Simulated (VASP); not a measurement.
**Ag: single point with r2SCAN+rVV10**

Crystal: Ag.

```xyz
1
Lattice="0.0000 2.0382 2.0382 2.0382 0.0000 2.0382 2.0382 2.0382 0.0000" Properties=species:S:1:pos:R:3 pbc="T T T"
Ag    0.0000    0.0000    0.0000
```

| Property | Result |
| --- | --- |
| Program | VASP 6.6.1 |
| Task | single point |
| Functional | r2SCAN |
| Dispersion | rVV10 |
| Potentials or basis | VASP PAW PBE potentials, release 64 (Ag) |
| Cutoff | 550 eV |
| k mesh | 18 × 18 × 18 |
| Occupations | gaussian, width 0.1 eV |
| Spin | no spin polarisation |
| Dipole correction | no |
| Further INCAR settings | ALGO = Normal; EDIFF = 1e-06; NBANDS = 12 |

| Item | Value |
| --- | --- |
| Pressure | 0.5 GPa |
| Band gap on the k mesh | zero (an odd number of electrons rules out a gap without spin polarisation) |

Levels at points of the mesh, in eV from the Fermi level:
```tsv
k point	band 2	band 3	band 4	band 5	band 6	band 7	band 8	band 9	band 10	band 11
(0.00, 0.00, 0.00)	-5.11	-5.11	-5.11	-4.05	-4.05	16.70	20.47	20.47	20.47	25.44
(0.50, 0.00, 0.00)	-5.14	-5.14	-3.22	-3.22	-0.33	3.79	15.93	18.73	18.73	23.74
(0.50, 0.50, 0.00)	-6.66	-3.26	-3.00	-3.00	1.75	7.07	11.21	11.21	17.80	17.99
```

It took 2.5 min on 1 thread of Intel Xeon 8259CL, with other jobs on the host, peak memory 0.25 GiB.

Caveat: the PAW data sets were made with another functional, which shifts forces and pressure a little.
